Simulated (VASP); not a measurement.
Write the native input for VASP 6.6.1 that does the following.

- Task: single point
- Functional: PBE
- Potentials or basis: VASP PAW PBE potentials, release 64 (Mg, Sb, Ge_d)
- Cutoff: 520 eV
- k mesh: 4 × 4 × 4
- Occupations: methfessel-paxton, width 0.5 eV
- Spin: no spin polarisation
- Dipole correction: no
- Further INCAR settings: ALGO = Normal; EDIFF = 1e-06; NBANDS = 21

The structure of MgGeSb2 lies in POSCAR:

```
MgGeSb2
1.0
    4.4024110279      0.0000000000      0.0000000000
    0.0000000000      4.4024110279      0.0000000000
    0.0000000000      0.0000000000      6.4951829281
Mg Sb Ge
1 2 1
Direct
    0.0000000000      0.0000000000      0.0000000000
    0.0000000000      0.5000000000      0.2607511155
    0.5000000000      0.0000000000      0.7392488845
    0.5000000000      0.5000000000      0.5000000000
```

These files were run (other wordings do the same):

INCAR

```
SYSTEM = MgGeSb2
ALGO     = Normal         ! electronic algorithm
EDIFF    = 1E-6           ! SCF threshold, eV
ENCUT    = 520            ! plane-wave cutoff, eV
GGA      = PE             ! functional
ISIF     = 2              ! what is computed and relaxed
ISMEAR   = 1              ! smearing method
LASPH    = .TRUE.         ! aspherical terms in the spheres
LCHARG   = .FALSE.        ! write CHGCAR
LREAL    = .FALSE.        ! projectors in reciprocal space
LWAVE    = .FALSE.        ! write WAVECAR
NBANDS   = 21             ! bands
NELM     = 60             ! most SCF steps
PREC     = Accurate       ! precision mode
SIGMA    = 0.5            ! smearing width, eV
```

KPOINTS

```
k-points
0
G
  4 4 4
  0 0 0
```

Potentials or basis: VASP PAW PBE potentials, release 64 (Mg, Sb, Ge_d).

The run is started by

```bash
$ cat potpaw_PBE.64/Mg/POTCAR potpaw_PBE.64/Sb/POTCAR potpaw_PBE.64/Ge_d/POTCAR > POTCAR
$ mpirun -np 1 vasp_std > vasp.out
```

Results of the run:

```
Pressure               : 1.6 GPa
Largest force          : 0.017 eV/Å
Band gap on the k mesh : zero (band 13 reaches 3.96 eV, above the bottom of band 14 at 3.70 eV)
```

Caveat: spin-orbit coupling is left out, which moves the levels of the heavy elements.

Wall time 18 s on 1 thread of Intel(R) Xeon(R) 6975P-C (Granite Rapids), with other jobs on the host, peak memory 0.26 GiB.
